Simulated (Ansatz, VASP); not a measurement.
One calculation of Re, two programs

```
CELL_PARAMETERS angstrom
0.00000 1.97500 1.97500
1.97500 0.00000 1.97500
1.97500 1.97500 0.00000
ATOMIC_POSITIONS crystal
Re 0.00000 0.00000 0.00000
```

Alike in both runs: task single point; functional LDA; k mesh 12 × 12 × 12; occupations gaussian, width 0.05 eV; no spin polarisation.

```csv
,VASP,Ansatz
version,VASP 6.6.1,Ansatz 0.2.0
potentials or method,"VASP PAW LDA potentials, release 64 (Re)",Ansatz PAW
plane-wave cutoff (eV),520,420
valence electrons in the cell,7,15
```

|  | VASP | Ansatz | Ansatz less VASP |
| --- | --- | --- | --- |
| gap on the k mesh at the Fermi level (eV) | none | none | - |
| pressure (GPa) | -23.1 | -23.7 | -0.67 |

LDA's correlation is that of Perdew and Zunger in VASP and of Perdew and Wang (1992) in Ansatz. A gap of «none» marks a metal or a gap that the smearing closes. VASP's potentials hold 7 valence electrons a cell and Ansatz's 15, so a difference there can come from the potentials and not from the codes.

Neither program's run includes spin-orbit coupling.
